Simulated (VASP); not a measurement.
## AlN: relaxation of cell and atoms with PBEsol

Crystal: AlN.

```
CELL_PARAMETERS angstrom
0.00000 2.20159 2.20159
2.20159 0.00000 2.20159
2.20159 2.20159 0.00000
ATOMIC_POSITIONS crystal
Al 0.00000 0.00000 0.00000
N 0.75000 0.75000 0.75000
```

- Program: VASP 6.6.1
- Task: relaxation of cell and atoms
- Functional: PBEsol
- Potentials or basis: VASP PAW PBE potentials, release 64 (Al, N)
- Cutoff: 600 eV
- k mesh: 10 × 10 × 10
- Occupations: fermi-dirac, width 0.02 eV
- Spin: no spin polarisation
- Dipole correction: no
- Further INCAR settings: ALGO = Normal; EDIFF = 1e-06; IBRION = 2; EDIFFG = -0.005; NSW = 80; ISIF = 3

```json
{
  "Relaxed volume": "10.48 Å³/atom",
  "Relaxed cell": "a = 3.095 Å, b = 3.095 Å, c = 3.095 Å, α = 60.00°, β = 60.00°, γ = 60.00°",
  "Space group after relaxing (to 0.05 Å)": "F-43m (No. 216)",
  "Energy gained by relaxing": "2.2 meV/atom",
  "Ionic steps": "3",
  "Pressure after relaxing": "0.0 GPa",
  "Band gap on the k mesh": "3.18 eV, indirect (least direct gap 4.08 eV)"
}
```

The path:
| step | energy change (eV) | largest force (eV/Å) | pressure (GPa) | volume (Å³) |
| --- | --- | --- | --- | --- |
| 1 | 0.0000 | 0.0000 | -3.55 | 21.34 |
| 2 | -0.0008 | 0.0000 | 3.39 | 20.62 |
| 3 | -0.0043 | 0.0000 | -0.01 | 20.96 |

Final structure:
```xyz
2
Lattice="0.0000 2.1883 2.1883 2.1883 0.0000 2.1883 2.1883 2.1883 0.0000" Properties=species:S:1:pos:R:3 pbc="T T T"
Al    0.0000    0.0000    0.0000
N     3.2824    3.2824    3.2824
```

Levels at points of the mesh, in eV from the valence-band top:
```csv
k point,band 1,band 2,band 3,band 4,band 5,band 6,band 7,band 8
"(0.00, 0.00, 0.00)",-14.92,0.00,0.00,0.00,4.08,12.41,12.41,12.41
"(0.50, 0.00, 0.00)",-12.86,-5.89,-0.48,-0.48,7.23,9.73,11.00,11.00
"(0.50, 0.50, 0.00)",-12.22,-4.93,-1.78,-1.78,3.18,8.45,13.79,15.55
```

Run time: 20 s on 1 thread of Intel(R) Xeon(R) Platinum 8259CL CPU @ 2.50GHz (Skylake/Cascade Lake), on a shared host, peak memory 0.15 GiB.

Caveat: the PAW data sets were made with another functional, which shifts forces and pressure a little. A k mesh can miss the band edges.
